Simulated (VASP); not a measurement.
Wanted: the native input for a VASP 6.6.1 run.

```
Task                   : electric field gradients
Functional             : LDA
Potentials or basis    : VASP PAW LDA potentials, release 64 (La, Te)
Cutoff                 : 520 eV
k mesh                 : 10 × 10 × 10
Occupations            : fermi-dirac, width 0.08 eV
Spin                   : no spin polarisation
Dipole correction      : no
Further INCAR settings : ALGO = Normal; EDIFF = 1e-08; NBANDS = 16
```

The structure of LaTe lies in POSCAR:

```
LaTe
1.0
    0.0000000000      3.2110000000      3.2431100000
    3.2110000000      0.0000000000      3.2431100000
    3.2110000000      3.2110000000      0.0000000000
La Te
1 1
Direct
    0.0000000000      0.0000000000      0.0000000000
    0.5000000000      0.5000000000      0.5000000000
```

This cell differs from its parent crystal: zz strain of +1 %.

These files were run (other wordings do the same):

INCAR

```
SYSTEM = LaTe
PREC = Accurate
ENCUT = 520
EDIFF = 1E-8
ISMEAR = -1
SIGMA = 0.08
LREAL = .False.
LASPH = .True.
NELM = 60
ALGO = Normal
ISIF = 2
LWAVE = .False.
LCHARG = .False.
LEFG = .True.
NBANDS = 16
```

KPOINTS

```
Automatic mesh
0
Gamma
  10 10 10
  0 0 0
```

Potentials or basis: VASP PAW LDA potentials, release 64 (La, Te).

Run with:

```sh
$ cat potpaw_LDA.64/La/POTCAR potpaw_LDA.64/Te/POTCAR > POTCAR
$ mpirun -np 1 vasp_std > vasp.out
```

It gave:

The pressure is -2.7 GPa.

Caveat: the cell differs from its parent crystal (zz strain of +1 %); without QUAD_EFG the Cq values of the log hold for a quadrupole moment of 1 mb, not for the nuclei.

Wall time 2.9 min on 1 thread of Intel(R) Xeon(R) Platinum 8375C CPU @ 2.90GHz (Ice Lake) (shared host), peak memory 0.28 GiB.
